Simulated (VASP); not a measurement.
Input of a VASP 6.6.1 run:

INCAR

```
SYSTEM = Rh
  PREC = Accurate
  ENCUT = 520
  EDIFF = 1E-6
  ISMEAR = -1
  SIGMA = 0.05
  LREAL = .FALSE.
  LASPH = .TRUE.
  NELM = 100
  ALGO = Fast
  ISIF = 2
  LWAVE = .FALSE.
  LCHARG = .FALSE.
  GGA = CA
  NBANDS = 22
```

File KPOINTS:

```
Automatic mesh
0
G
  11 11 6
  0 0 0
```

The input POSCAR:

```
Rh
1.0
    2.6752291329      0.0000000000      0.0000000000
   -1.3376145665      2.3168163901      0.0000000000
    0.0000000000      0.0000000000      4.3380863070
Rh
2
Direct
    0.3333333333      0.6666666667      0.2500000000
    0.6666666667      0.3333333333      0.7500000000
```

Potentials or basis: VASP PAW LDA potentials, release 64 (Rh_pv).

Command:

```bash
$ cat potpaw_LDA.64/Rh_pv/POTCAR > POTCAR
$ mpirun -np 1 vasp_std > vasp.out
```

Question: What does it give for the pressure?

Answer: -2.9 GPa.

Question: Predict the band gap on the k mesh.

Answer: Zero (band 15 reaches 12.89 eV, above the bottom of band 16 at 10.41 eV).

Stress tensor (GPa, compression positive):
```
-2.55  0.00  0.00
 0.00 -2.55  0.00
 0.00  0.00 -3.75
```
